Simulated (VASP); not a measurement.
AlAs:

```
CELL_PARAMETERS angstrom
0.00000 2.83893 2.83893
2.83893 0.00000 2.83893
2.83893 2.83893 0.00000
ATOMIC_POSITIONS crystal
Al 0.00000 0.00000 0.00000
As 0.25000 0.25000 0.25000
```

Base run:

```yaml
Program: VASP 6.6.1
Functional: PBEsol
Potentials_or_basis: VASP PAW PBE potentials, release 64 (Al, As)
Cutoff: 500 eV
k_mesh: 6 × 6 × 6
Occupations: gaussian, width 0.01 eV
Spin: no spin polarisation
```

Its results: band gap on the k mesh 1.33 eV (least direct gap 1.91 eV); pressure 0.2 GPa.

Problem. The run is repeated on the same cell with these changes: dispersion from none to D3(BJ). What comes out?

Solution. Band gap on the k mesh 1.33 eV (least direct gap 1.91 eV); pressure -1.8 GPa.

Dispersion adds attraction, which lowers the pressure at fixed volume and, as a term added to the energy, leaves the levels alone.

Caveats: the PAW data sets were made with another functional, which shifts forces and pressure a little.

A k mesh can miss the band edges.
